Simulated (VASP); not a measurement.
Runs of VASP 6.6.1 on BePt. The structure is that of space group Fm-3m (No. 225), or close to it. The cells are those of the table. 

| task | cell | k mesh | cutoff (eV) | smearing | gap on the mesh (eV) | pressure (GPa) |
| --- | --- | --- | --- | --- | --- | --- |
| single point | a = 3.363 Å, angles 60.0°, 2 atoms | 20 × 20 × 20 | 520 | gaussian 0.1 eV | none | -8.1 |
| single point | a = 3.196 Å, angles 60.0°, 2 atoms | 20 × 20 × 20 | 520 | gaussian 0.1 eV | none | 18.6 |
| single point | a = 3.161 Å, angles 60.0°, 2 atoms | 20 × 20 × 20 | 520 | gaussian 0.1 eV | none | 27.1 |
| single point | a = 3.299 Å, angles 60.0°, 2 atoms | 20 × 20 × 20 | 520 | fermi-dirac 0.15 eV | none | 0.0 |
| single point | a = 3.304 Å, angles 60.0°, 2 atoms | 6 × 6 × 6 | 520 | gaussian 0.1 eV | none | -0.1 |
| single point | a = 3.331 Å, angles 60.0°, 2 atoms | 20 × 20 × 20 | 520 | gaussian 0.1 eV | none | (c) |
| single point | a = 3.265 Å, angles 60.0°, 2 atoms | 20 × 20 × 20 | 520 | gaussian 0.1 eV | none | 5.2 |
| single point | a = 3.228 Å, angles 60.0°, 2 atoms | 6 × 6 × 6 | 520 | gaussian 0.1 eV | none | (a) |
| single point | a = 3.231 Å, angles 60.0°, 2 atoms | 20 × 20 × 20 | 520 | gaussian 0.1 eV | none | (b) |
| relaxation of cell and atoms | relaxed from a = 3.228 Å, angles 60.0°, 2 atoms | 6 × 6 × 6 | 600 | gaussian 0.1 eV | none | -0.1 |
| single point | a = 3.405 Å, angles 60.0°, 2 atoms | 20 × 20 × 20 | 520 | gaussian 0.1 eV | none | -12.2 |

Alike in all rows: level PBE; potentials or basis VASP PAW PBE potentials, release 64 (Be, Pt); no spin polarisation.

Task: Fill in the values left out.

Result: (a) 12.7; (b) 11.3; (c) -4.4.

Caveats: some runs use coarse meshes; spin-orbit coupling is left out, which moves the levels of the heavy elements; the cell stands under pressure (at least some runs); the cell stands under tension (at least some runs).

A k mesh can miss the band edges, and the runs leave out spin-orbit coupling on Pt.

A gap of «none» marks levels without a gap at the run's occupations.
